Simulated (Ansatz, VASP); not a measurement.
**One calculation of In2Ir3S2, two programs**

```
In Ir S
1.0
     0.00000   -3.10475    4.45950
     2.62981   -1.65032   -4.45950
     2.98401    1.65032    4.45950
In Ir S
2 3 2
Direct
  0.00000 0.00000 0.00000
  0.50000 0.50000 0.50000
  0.00000 0.50000 0.50000
  0.50000 0.00000 0.50000
  0.00000 0.00000 0.50000
  0.72100 0.27900 0.83700
  0.27900 0.72100 0.16300
```

Alike in both runs: task single point; functional r2SCAN; k mesh 8 × 8 × 8; no spin polarisation.

|  | VASP | Ansatz |
| --- | --- | --- |
| version | VASP 6.6.1 | Ansatz 0.2.0 |
| potentials or method | VASP PAW PBE potentials, release 64 (In_d, Ir, S), cutoff 520 eV | PAW plane waves |
| occupations | fermi-dirac, width 0.1 eV | fermi-dirac |
| valence electrons in the cell | 65 | 89 |

Ansatz gave:

```
pressure (GPa)                     : 18.5
rms of the force components (eV/Å) : 0.990
```

Question: Which values does VASP return?

Answer: Pressure (GPa): 19.9; rms of the force components (eV/Å): 1.048.

VASP's potentials were made for PBE, not for r2SCAN. VASP's potentials hold 65 valence electrons a cell and Ansatz's 89, so a difference there can come from the potentials and not from the codes. Ansatz's warnings: structure snapped to symmetry.

Spin-orbit coupling is off throughout.
